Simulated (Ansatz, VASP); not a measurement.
# One calculation of Ga4P, two programs

```xyz
5
Lattice="-2.9758 2.9758 2.9758 2.9758 -2.9758 2.9758 2.9758 2.9758 -2.9758" Properties=species:S:1:pos:R:3 pbc="T T T"
Ga    1.4879    1.4879   -1.4879
Ga   -1.4879    1.4879    1.4879
Ga    1.4879    1.4879    1.4879
Ga    1.4879   -1.4879    1.4879
P     0.0000    0.0000    0.0000
```

Change from the starting cell: species swapped into the NiHg4 type (Im-3m, No. 229).

Alike in both runs: functional PBE; k mesh 10 × 10 × 10; occupations gaussian, width 0.1 eV; no spin polarisation.

Ansatz relaxed the structure, and its values are those at the end. VASP's run is a single point on that final structure, the one shown.

|  | VASP | Ansatz |
| --- | --- | --- |
| version | VASP 6.6.1 | Ansatz 0.2.0 |
| potentials or method | VASP PAW PBE potentials, release 64 (Ga_d, P), cutoff 520 eV | scalar-relativistic, plane waves, PAW |
| valence electrons in the cell | 57 | 57 |

Ansatz gave:

| Item | Value |
| --- | --- |
| gap on the k mesh at the Fermi level (eV) | none |
| pressure (GPa) | 0.0 |

Question: Estimate VASP's values.

Answer: gap on the k mesh at the Fermi level (eV): none; pressure (GPa): 0.1.

A gap of «none» marks a metal or a gap that the smearing closes. The functional is the same, so the differences come from potentials, cutoffs and numerics.
